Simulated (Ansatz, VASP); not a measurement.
**LiPd2N3: VASP beside Ansatz**

```xyz
6
Lattice="3.6568 0.0000 0.0000 0.0000 3.6568 0.0000 0.0000 0.0000 5.1676" Properties=species:S:1:pos:R:3 pbc="T T T"
Li    1.8284    1.8284    2.5838
Pd    0.0000    0.0000    1.2967
Pd    0.0000    0.0000    3.8709
N     0.0000    1.8284    0.0000
N     1.8284    0.0000    0.0000
N     1.8284    1.8284    0.0000
```

Alike in both runs: functional PBE; k mesh 4 × 4 × 4; occupations gaussian, width 0.1 eV; no spin polarisation.

Ansatz relaxed the structure, and its values are those at the end. VASP's run is a single point on that final structure, the one shown.

|  | VASP | Ansatz |
| --- | --- | --- |
| version | VASP 6.6.1 | Ansatz 0.2.0 |
| potentials or method | VASP PAW PBE potentials, release 64 (Li_sv, Pd, N), cutoff 520 eV | scalar-relativistic, plane waves, PAW |
| valence electrons in the cell | 38 | 54 |

VASP gave:

- gap on the k mesh at the Fermi level (eV): none
- rms of the force components (eV/Å): 0.014

Task: What did Ansatz give for the same quantities?

Result: gap on the k mesh at the Fermi level (eV): none; rms of the force components (eV/Å): 0.008.

A gap of «none» marks a metal or a gap that the smearing closes. VASP's potentials hold 38 valence electrons a cell and Ansatz's 54, so a difference there can come from the potentials and not from the codes.

The k mesh is coarse, so the values compare programs but aren't converged. Noted on VASP's run: the cutoff is under 1.25 times that of the potentials, so the pressure is a little rough.
